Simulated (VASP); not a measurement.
Here is a VASP 6.6.1 calculation.

The input INCAR:

```
SYSTEM = Te
  PREC = Accurate
  ENCUT = 520
  EDIFF = 1E-6
  ISMEAR = -1
  SIGMA = 0.1
  LREAL = .False.
  LASPH = .True.
  NELM = 100
  ALGO = Normal
  ISIF = 2
  LWAVE = .False.
  LCHARG = .False.
  GGA = B5
  ALDAX = 1.0
  AGGAX = 1.0
  AGGAC = 1.0
  ALDAC = 0.0
  NBANDS = 9
```

Contents of KPOINTS:

```
regular mesh
0
Gamma
  12 12 12
  0 0 0
```

The input POSCAR:

```
Te
1.0
    0.0000000000      2.5858738506      2.5858738506
    2.5858738506      0.0000000000      2.5858738506
    2.5858738506      2.5858738506      0.0000000000
Te
1
Direct
    0.0000000000      0.0000000000      0.0000000000
```

Potentials or basis: VASP PAW PBE potentials, release 64 (Te).

Run with:

```console
$ cat potpaw_PBE.64/Te/POTCAR > POTCAR
$ mpirun -np 1 vasp_std > vasp.out
```

**Question.** What does it give for the pressure?

**Answer.** -2.3 GPa.

**Question.** What does it give for the band gap on the k mesh?

**Answer.** Zero (band 3 reaches 7.79 eV, above the bottom of band 4 at 4.34 eV).

Caveat: the PAW data sets were made with another functional, which shifts forces and pressure a little; spin-orbit coupling is left out, which moves the levels of the heavy elements.
